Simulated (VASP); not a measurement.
Here is a VASP 6.6.1 calculation.

File INCAR:

```
SYSTEM = MgI2
PREC = Accurate
ENCUT = 520
EDIFF = 1E-6
ISMEAR = 0
SIGMA = 0.05
LREAL = .FALSE.
LASPH = .TRUE.
NELM = 100
ALGO = Normal
ISIF = 2
LWAVE = .FALSE.
LCHARG = .TRUE.
GGA = PE
LELF = .TRUE.
LVHAR = .TRUE.
NBANDS = 15
```

Contents of KPOINTS:

```
regular mesh
0
G
  6 6 4
  0 0 0
```

POSCAR

```
MgI2
1.0
    4.1618263529      0.0000000000      0.0000000000
   -2.0809131765      3.6042473478      0.0000000000
    0.0000000000      0.0000000000      7.7274703875
Mg I
1 2
Direct
    0.0000000000      0.0000000000      0.0000000000
    0.3333333333      0.6666666667      0.8050686935
    0.6666666667      0.3333333333      0.1949313065
```

Potentials or basis: VASP PAW PBE potentials, release 64 (Mg, I).

Launch:

```console
$ cat potpaw_PBE.64/Mg/POTCAR potpaw_PBE.64/I/POTCAR > POTCAR
$ mpirun -np 1 vasp_std > vasp.out
```

Question: Predict the pressure.

Answer: 3.3 GPa.

Question: Predict the band gap on the k mesh.

Answer: 3.77 eV, indirect (least direct gap 4.18 eV).

Question: Estimate the largest force.

Answer: 1.022 eV/Å.

Stress tensor (GPa, compression positive):
```
2.83 0.00 0.00
0.00 2.83 0.00
0.00 0.00 4.24
```

Caveat: spin-orbit coupling is left out, which moves the levels of the heavy elements; this functional lacks dispersion, which binds the layers, so the pressure and a relaxed spacing across them are unreliable; forces of over 1 eV/Å act on the atoms, so gaps and moduli don't describe the material at rest. A k mesh can miss the band edges.
